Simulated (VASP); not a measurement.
# BeTe (P4/nmm) in VASP: single point with PBE

Aim: the single point of BeTe with PBE.

Everything below comes from runs of VASP 6.6.1. Logs are shortened: lines on timing, memory, paths and dates and some standing lists are left out, and cuts for length are marked.

### Step 1. The cell of the first run

The structure is tetragonal, space group P4/nmm (No. 129). The conventional cell has a = 3.912 Å, b = 3.912 Å, c = 7.426 Å, α = 90.00°, β = 90.00°, γ = 90.00°. Be (site symmetry -4m2) has 4 Te at 2.48 Å and 4 Be at 2.77 Å within 3.3 Å. Te (site symmetry 4mm) has 4 Be at 2.48 Å within 3.3 Å.

### Step 2. Single point, PBE

File POSCAR:

```
BeTe
1.0
    3.9119471612      0.0000000000      0.0000000000
    0.0000000000      3.9119471612      0.0000000000
    0.0000000000      0.0000000000      7.4258007044
Be Te
2 2
Direct
    0.0000000000      0.0000000000      0.5000000000
    0.5000000000      0.5000000000      0.5000000000
    0.5000000000      0.0000000000      0.7061328646
    0.0000000000      0.5000000000      0.2938671354
```

File INCAR.step1:

```
  PREC = Accurate
  ENCUT = 520
  EDIFF = 1E-6
  ISMEAR = 0
  SIGMA = 0.02
  LREAL = F
  LASPH = T
  NELM = 60
  ALGO = Normal
  ISIF = 2
  LWAVE = F
  LCHARG = T
  GGA = PE
  NBANDS = 16
```

File KPOINTS.step1:

```
Automatic mesh
0
Gamma
  8 8 4
```

File INCAR.step2:

```
  PREC = Accurate
  ENCUT = 520
  EDIFF = 1E-6
  ISMEAR = -5
  SIGMA = 0.02
  LREAL = F
  LASPH = T
  NELM = 60
  ALGO = Normal
  ISIF = 2
  LWAVE = F
  LCHARG = F
  GGA = PE
  LORBIT = 11
  NEDOS = 1001
  ICHARG = 11
```

File KPOINTS.step2:

```
Automatic mesh
0
Gamma
  12 12 6
```

Potentials or basis: VASP PAW PBE potentials, release 64 (Be, Te).

Launch:

```sh
cat potpaw_PBE.64/Be/POTCAR potpaw_PBE.64/Te/POTCAR > POTCAR
cp INCAR.step1 INCAR
cp KPOINTS.step1 KPOINTS
mpirun -np 1 vasp_std > vasp.out
cp INCAR.step2 INCAR
cp KPOINTS.step2 KPOINTS
mpirun -np 1 vasp_std > vasp.out
```

OUTCAR:

```text
PREC = Accurate
   ENCUT = 520
   EDIFF = 1E-6
   ISMEAR = -5
   LREAL = F
   LASPH = T
   NELM = 60
   ISIF = 2
   GGA = PE
   LORBIT = 11
   ICHARG = 11

 ion  position               nearest neighbor table
   1  0.000  0.000  0.500-   3 2.48   4 2.48   4 2.48   3 2.48
   2  0.500  0.500  0.500-   3 2.48   4 2.48   3 2.48   4 2.48
   3  0.500  0.000  0.706-   1 2.48   2 2.48   2 2.48   1 2.48
   4  0.000  0.500  0.294-   1 2.48   2 2.48   1 2.48   2 2.48

  LATTYP: Found a simple tetragonal cell.
 ALAT       =     3.9119471612
 C/A-ratio  =     1.8982364532

  Lattice vectors:

 A1 = (   3.9119471612,   0.0000000000,   0.0000000000)
 A2 = (   0.0000000000,   3.9119471612,   0.0000000000)
 A3 = (   0.0000000000,   0.0000000000,   7.4258007044)

Analysis of symmetry for initial positions (statically):
=====================================================================
 Subroutine PRICEL returns:
 Original cell was already a primitive cell.

 Routine SETGRP: Setting up the symmetry group for a
 simple tetragonal supercell.

 Subroutine GETGRP returns: Found 16 space group operations
 (whereof  8 operations were pure point group operations)
 out of a pool of 16 trial point group operations.

The static configuration has the point symmetry D_2d.
 The point group associated with its full space group is D_4h.

Analysis of symmetry for dynamics (positions and initial velocities):
=====================================================================
 Subroutine PRICEL returns:
 Original cell was already a primitive cell.

 Routine SETGRP: Setting up the symmetry group for a
 simple tetragonal supercell.

 Subroutine GETGRP returns: Found 16 space group operations
 (whereof  8 operations were pure point group operations)
 out of a pool of 16 trial point group operations.

The dynamic configuration has the point symmetry D_2d.
 The point group associated with its full space group is D_4h.

 Subroutine INISYM returns: Found 16 space group operations
 (whereof  8 operations are pure point group operations),
 and found     1 'primitive' translations

----------------------------------------------------------------------------------------

                                     Primitive cell

  volume of cell :     113.6395

  direct lattice vectors                    reciprocal lattice vectors
     3.911947161  0.000000000  0.000000000     0.255627175  0.000000000  0.000000000
     0.000000000  3.911947161  0.000000000     0.000000000  0.255627175  0.000000000
     0.000000000  0.000000000  7.425800704     0.000000000  0.000000000  0.134665612

  length of vectors
     3.911947161  3.911947161  7.425800704     0.255627175  0.255627175  0.134665612

  position of ions in fractional coordinates (direct lattice)
     0.000000000  0.000000000  0.500000000
     0.500000000  0.500000000  0.500000000
     0.500000000  0.000000000  0.706132865
     0.000000000  0.500000000  0.293867135

  ion indices of the primitive-cell ions
   primitive index   ion index
                 1           1
                 2           2
                 3           3
                 4           4

----------------------------------------------------------------------------------------

 KPOINTS: Automatic mesh

Automatic generation of k-mesh.
 Grid dimensions read from file:
 generate k-points for:   12   12    6

 Generating k-lattice:

  Cartesian coordinates                     Fractional coordinates (reciprocal lattice)
     0.021302265  0.000000000  0.000000000     0.083333333  0.000000000  0.000000000
     0.000000000  0.021302265  0.000000000     0.000000000  0.083333333  0.000000000
     0.000000000  0.000000000  0.022444269     0.000000000  0.000000000  0.166666667

  Length of vectors
     0.021302265  0.021302265  0.022444269

  Shift w.r.t. Gamma in fractional coordinates (k-lattice)
     0.000000000  0.000000000  0.000000000

 TETIRR: Found   1296 inequivalent tetrahedra from     5184

 Subroutine IBZKPT returns following result:
 ===========================================

 Found    112 irreducible k-points:

 Following reciprocal coordinates:
            Coordinates               Weight
  0.000000  0.000000  0.000000      1.000000
  0.083333  0.000000  0.000000      4.000000
  0.166667  0.000000  0.000000      4.000000
  0.250000  0.000000  0.000000      4.000000
  0.333333  0.000000  0.000000      4.000000
  0.416667  0.000000  0.000000      4.000000
[... 16 lines left out ...]
  0.333333  0.333333  0.000000      4.000000
  0.416667  0.333333  0.000000      8.000000
 [... further k-points ...]
   k-points           NKPTS =    112   k-points in BZ     NKDIM =    112   number of bands    NBANDS=     12
   number of dos      NEDOS =   1001   number of ions     NIONS =      4
   total plane-waves  NPLWV =  50400
   dimension x,y,z NGX =    30 NGY =   30 NGZ =   56
   dimension x,y,z NGXF=    60 NGYF=   60 NGZF=  112
   ions per type =               2   2
   NGX,Y,Z   is equivalent  to a cutoff of  12.75, 12.75, 12.54 a.u.
   NGXF,Y,Z  is equivalent  to a cutoff of  25.50, 25.50, 25.07 a.u.
 SYSTEM =  unknown system
   PREC   = accura    normal or accurate (medium, high low for compatibility)
   ISTART =      0    job   : 0-new  1-cont  2-samecut
   ICHARG =     11    charge: 1-file 2-atom 10-const
   ISPIN  =      1    spin polarized calculation?
   LNONCOLLINEAR =      F non collinear calculations
   LSORBIT =      F    spin-orbit coupling
   LASPH  =      T    aspherical Exc in radial PAW
   ENCUT  =  520.0 eV  38.22 Ry    6.18 a.u.   7.27  7.27 13.81*2*pi/ulx,y,z
   NELM   =     60;   NELMIN=  2; NELMDL=  0     # of ELM steps
   EDIFF  = 0.1E-05   stopping-criterion for ELM
   LREAL  =      F    real-space projection
   EDIFFG = 0.1E-04   stopping-criterion for IOM
   NSW    =      0    number of steps for IOM
   IBRION =     -1    ionic relax: 0-MD 1-quasi-New 2-CG
   NFREE  =      0    steps in history (QN), initial steepest desc. (CG)
   ISIF   =      2    stress and relaxation
   ISYM   =      2    0-nonsym 1-usesym 2-fastsym
   POTIM  = 0.5000    time-step for ionic-motion
   TEBEG  =    0.0;   TEEND  =   0.0 temperature during run
   PSTRESS=    0.0 pullay stress
   NELECT =      16.0000    total number of electrons
   NUPDOWN=      -1.0000    fix difference up-down
   EMIN   =  10.00;   EMAX   =-10.00  energy-range for DOS
   EFERMI =   0.00;   METHOD = LEGACY
   ISMEAR =    -5;   SIGMA  =   0.02  broadening in eV -4-tet -1-fermi 0-gaus
   EFERMI_NEDOS =   21; number of points for ismear=-14 and -15
   IALGO  =     38    algorithm
   IMIX   =      4    mixing-type and parameters
     AMIX     =   0.40;   BMIX     =  1.00
     AMIX_MAG =   1.60;   BMIX_MAG =  1.00
  volume/ion in A,a.u.               =      28.41       191.72
  Fermi-wavevector in a.u.,A,eV,Ry     =   0.851671  1.609424  9.868892  0.725343
  Thomas-Fermi vector in A             =   1.967840
   LORBIT       =     11    0 simple, 1 ext, 2 COOP (PROOUT), +10 PAW based schemes
   GGA     = PE    functional components
   LHFCALC =     F    Hartree Fock is set to
   AEXX    =    0.0000 exact exchange contribution
   IVDW    =     0    specifies the selected vdW correction
   LEPSILON=     F    determine dielectric tensor
   LRPA    =     F    only Hartree local field effects (RPA)
 non-spin polarized calculation
 Fermi weights with tetrahedron method with Bloechl corrections
  energy-cutoff  :      520.00
  volume of cell :      113.64
 maximum number of plane-waves:      3088
 NGX is ok and might be reduce to    30

 number of electron      15.9999999 magnetization

 Free energy of the ion-electron system (eV)
  ---------------------------------------------------
  ext. energy  EPLUGINS =         0.00000000
  ---------------------------------------------------
  free energy    TOTEN  =       -14.86857262 eV

  energy without entropy =      -14.86857262  energy(sigma->0) =      -14.86857262

 E-fermi :   2.9620     XC(G=0):  -7.7425

 val. band max:        2.9491039078   @ k =   0.0000   0.0000   0.0000
 cond. band min:       5.0551834756   @ k =   0.0000   0.0000   0.0000
 fundamental gap:      2.1060795678
 Fermi energy:         2.9619659487

 k-point     1 :       0.0000    0.0000    0.0000
  band No.  band energies     occupation
      1      -9.1622      2.00000
      2      -7.9054      2.00000
      3      -1.3473      2.00000
      4       0.4122      2.00000
      5       0.4122      2.00000
      6       1.9817      2.00000
      7       2.9491      2.00000
      8       2.9491      2.00000
      9       5.0552      0.00000
     10       5.2440      0.00000
     11       6.1948      0.00000
     12       6.4941      0.00000

 k-point     2 :       0.0833    0.0000    0.0000
  band No.  band energies     occupation
      1      -9.1185      2.00000
      2      -7.8854      2.00000
      3      -1.3201      2.00000
      4       0.0640      2.00000
      5       0.4650      2.00000
      6       2.0330      2.00000
      7       2.5098      2.00000
      8       2.9462      2.00000
      9       5.1636      0.00000
     10       5.6016      0.00000
     11       6.3590      0.00000
     12       6.8184      0.00000

 k-point     3 :       0.1667    0.0000    0.0000
  band No.  band energies     occupation
      1      -8.9906      2.00000
      2      -7.8342      2.00000
      3      -1.2568      2.00000
      4      -0.6414      2.00000
      5       0.6210      2.00000
      6       1.6571      2.00000
      7       2.0371      2.00000
      8       2.9246      2.00000
      9       5.2970      0.00000
     10       6.5236      0.00000
     11       6.6539      0.00000
     12       7.5198      0.00000

 k-point     4 :       0.2500    0.0000    0.0000
  band No.  band energies     occupation
      1      -8.7888      2.00000
      2      -7.7791      2.00000
      3      -1.3377      2.00000
      4      -1.2333      2.00000
      5       0.8728      2.00000
      6       0.8920      2.00000
      7       1.9047      2.00000
      8       2.8486      2.00000
      9       5.4906      0.00000
     10       6.7053      0.00000
     11       7.1367      0.00000
     12       7.9537      0.00000

 k-point     5 :       0.3333    0.0000    0.0000
  band No.  band energies     occupation
      1      -8.5332      2.00000
      2      -7.7638      2.00000
      3      -1.8523      2.00000
      4      -1.4010      2.00000
      5       0.5147      2.00000
      6       1.2063      2.00000
      7       1.6359      2.00000
      8       2.6752      2.00000
      9       5.7440      0.00000
     10       6.8042      0.00000
     11       7.0896      0.00000
     12       8.0891      0.00000
[... 228 lines left out ...]
      1      -7.9468      2.00000
      2      -7.6052      2.00000
      3      -1.7773      2.00000
      4      -1.5215      2.00000
      5      -0.2191      2.00000
      6       0.4480      2.00000
      7       0.6189      2.00000
      8       1.2356      2.00000
      9       5.7747      0.00000
     10       6.4274      0.00000
     11       7.2206      0.00000
     12       8.1174      0.00000

 k-point    22 :       0.5000    0.2500    0.0000
  band No.  band energies     occupation
      1      -7.7344      2.00000
      2      -7.7344      2.00000
      3      -1.7704      2.00000
      4      -1.7704      2.00000
      5       0.1549      2.00000
      6       0.1549      2.00000
      7       0.8716      2.00000
      8       0.8716      2.00000
      9       6.0149      0.00000
     10       6.0149      0.00000
     11       7.5879      0.00000
     12       7.5879      0.00000

 k-point    23 :       0.3333    0.3333    0.0000
  band No.  band energies     occupation
      1      -7.9756      2.00000
      2      -7.5015      2.00000
      3      -1.4807      2.00000
      4      -1.2715      2.00000
      5      -0.8628      2.00000
      6       0.3360      2.00000
      7       0.3606      2.00000
      8       1.3495      2.00000
      9       5.4712      0.00000
     10       6.6400      0.00000
     11       6.7568      0.00000
     12       8.2117      0.00000

 k-point    24 :       0.4167    0.3333    0.0000
  band No.  band energies     occupation
      1      -7.7534      2.00000
      2      -7.4915      2.00000
      3      -1.6952      2.00000
      4      -1.5214      2.00000
      5      -0.6173      2.00000
      6       0.0810      2.00000
      7       0.3955      2.00000
      8       1.0283      2.00000
      9       5.4498      0.00000
     10       6.1804      0.00000
     11       6.7916      0.00000
     12       7.6485      0.00000

 [... further k-points ...]
[... 5 lines left out ...]
  --------------------------------------------------------------------------------------
  -------------------------------------------------------------------------------------
  Total        0.0624594      0.0624594      0.1495185      0.0000000      0.0000000      0.0000000
  in kB        0.8806003      0.8806003      2.1080271      0.0000000      0.0000000      0.0000000
  external PRESSURE =       1.2897425 kB  Pullay stress =       0.0000000 kB

 VOLUME and BASIS-vectors are now :
 -----------------------------------------------------------------------------
  energy-cutoff  :      520.00
  volume of cell :      113.64
      direct lattice vectors                 reciprocal lattice vectors
     3.911947161  0.000000000  0.000000000     0.255627175  0.000000000  0.000000000
     0.000000000  3.911947161  0.000000000     0.000000000  0.255627175  0.000000000
     0.000000000  0.000000000  7.425800704     0.000000000  0.000000000  0.134665612

 POSITION                                       TOTAL-FORCE (eV/Angst)
 -----------------------------------------------------------------------------------
      0.00000      0.00000      3.71290         0.000000      0.000000      0.000000
      1.95597      1.95597      3.71290         0.000000     -0.000000      0.000000
      1.95597      0.00000      5.24360        -0.000000     -0.000000      0.050219
      0.00000      1.95597      2.18220         0.000000      0.000000     -0.050219
 -----------------------------------------------------------------------------------
    total drift:                                0.000000     -0.000000     -0.000000

  FREE ENERGIE OF THE ION-ELECTRON SYSTEM (eV)
  ---------------------------------------------------
  free  energy   TOTEN  =       -14.8685726179 eV

  energy  without entropy=      -14.8685726179  energy(sigma->0) =      -14.86857262

 total charge

# of ion       s       p       d       tot
------------------------------------------
    1        0.353   0.542   0.000   0.895
    2        0.353   0.542   0.000   0.895
    3        1.368   2.074   0.033   3.475
    4        1.368   2.074   0.033   3.475
--------------------------------------------------
tot          3.441   5.233   0.067   8.740
```

It took 3.7 min on 1 thread of Intel Xeon 8259CL, shared host; peak memory 0.31 GiB.

What came out:

```yaml
Valence_electrons_inside_the_program's_atomic_spheres: Be 0.90; Te 3.48
```

Caveat: spin-orbit coupling is left out, which moves the levels of the heavy elements; this functional lacks dispersion, which binds the layers, so the pressure and a relaxed spacing across them are unreliable.
